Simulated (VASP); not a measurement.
Set up this calculation in VASP 6.6.1, as the native input.

- Task: single point
- Functional: PBE
- Potentials or basis: VASP PAW PBE potentials, release 64 (Sn_d)
- Cutoff: 520 eV
- k mesh: 18 × 18 × 18
- Occupations: gaussian, width 0.15 eV
- Spin: no spin polarisation
- Dipole correction: no
- Further INCAR settings: ALGO = Fast; EDIFF = 1e-07; NBANDS = 21

The structure of Sn lies in POSCAR:

```
Sn
1.0
   -2.8482002233      2.8482002233      1.7042197766
    2.8482002233     -2.8482002233      1.7042197766
    2.8482002233      2.8482002233     -1.7042197766
Sn
2
Direct
    0.7500000000      0.2500000000      0.5000000000
    0.0000000000      0.0000000000      0.0000000000
```

This cell differs from its parent crystal: ratio of the length along z to the lengths across it x 1.1, volume and fractional coordinates fixed.

One way to write it, as run:

INCAR

```
SYSTEM = Sn
ALGO     = Fast           ! electronic algorithm
EDIFF    = 1E-7           ! SCF threshold, eV
ENCUT    = 520            ! plane-wave cutoff, eV
GGA      = PE             ! functional
ISIF     = 2              ! what is computed and relaxed
ISMEAR   = 0              ! smearing method
LASPH    = .True.         ! aspherical terms in the spheres
LCHARG   = .False.        ! write CHGCAR
LREAL    = .False.        ! projectors in reciprocal space
LWAVE    = .False.        ! write WAVECAR
NBANDS   = 21             ! bands
NELM     = 80             ! most SCF steps
PREC     = Accurate       ! precision mode
SIGMA    = 0.15           ! smearing width, eV
```

KPOINTS

```
k-points
0
Gamma
  18 18 18
  0 0 0
```

Potentials or basis: VASP PAW PBE potentials, release 64 (Sn_d).

The run is started by

```console
$ cat potpaw_PBE.64/Sn_d/POTCAR > POTCAR
$ mpirun -np 1 vasp_std > vasp.out
```

It gave:

```json
{
 "Pressure": "2.1 GPa",
 "Band gap on the k mesh": "zero (band 14 reaches 9.75 eV, above the bottom of band 15 at 4.92 eV)"
}
```

Caveat: spin-orbit coupling is left out, which moves the levels of the heavy elements.

It took 12 min on 1 thread of Intel(R) Xeon(R) Platinum 8375C CPU @ 2.90GHz (Ice Lake), with other jobs on the host, peak memory 0.55 GiB.
